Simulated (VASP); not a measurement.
Input of a VASP 6.6.1 run:

File INCAR:

```
PREC = Accurate ; ENCUT = 600
EDIFF = 1E-6 ; ISMEAR = -1
SIGMA = 0.1 ; LREAL = False
LASPH = True ; NELM = 150
ALGO = Normal ; ISIF = 3
LWAVE = False ; LCHARG = False
ISPIN = 2 ; MAGMOM = 3.2 0 0 0
LORBIT = 11 ; LMAXMIX = 4
GGA = PS ; IBRION = 2
NSW = 100 ; EDIFFG = -0.05
PSTRESS = 100.0
```

Contents of KPOINTS:

```
regular mesh
0
Gamma
  7 7 7
```

The input POSCAR:

```
CoPd3
1.0
    3.8503750000      0.0000000000      0.0000000000
    0.0000000000      3.8503750000      0.0000000000
    0.0000000000      0.0000000000      3.8503750000
Co Pd
1 3
Direct
    0.0000000000      0.0000000000      0.0000000000
    0.0000000000      0.5000000000      0.5000000000
    0.5000000000      0.0000000000      0.5000000000
    0.5000000000      0.5000000000      0.0000000000
```

Potentials or basis: VASP PAW PBE potentials, release 64 (Co, Pd).

Launch:

```sh
$ cat potpaw_PBE.64/Co/POTCAR potpaw_PBE.64/Pd/POTCAR > POTCAR
$ mpirun -np 1 vasp_std > vasp.out
```

Problem. Estimate the relaxed cell.

Solution. a = 3.744 Å, b = 3.744 Å, c = 3.744 Å, α = 90.00°, β = 90.00°, γ = 90.00°.

Problem. Estimate the site moments.

Solution. Co +1.95; Pd +0.30 μB.

The path:
| step | energy change (eV) | largest force (eV/Å) | pressure (GPa) | volume (Å³) |
| --- | --- | --- | --- | --- |
| 1 | 0.0000 | 0.0000 | -7.33 | 57.08 |
| 2 | 1.5162 | 0.0000 | 64.19 | 45.26 |
| 3 | 0.0017 | 0.0000 | 9.03 | 52.65 |
| 4 | 0.0110 | 0.0000 | 9.74 | 52.49 |

Caveat: the cell is relaxed towards a set pressure, so the run minimises the enthalpy, not the energy; the PAW data sets were made with another functional, which shifts forces and pressure a little.
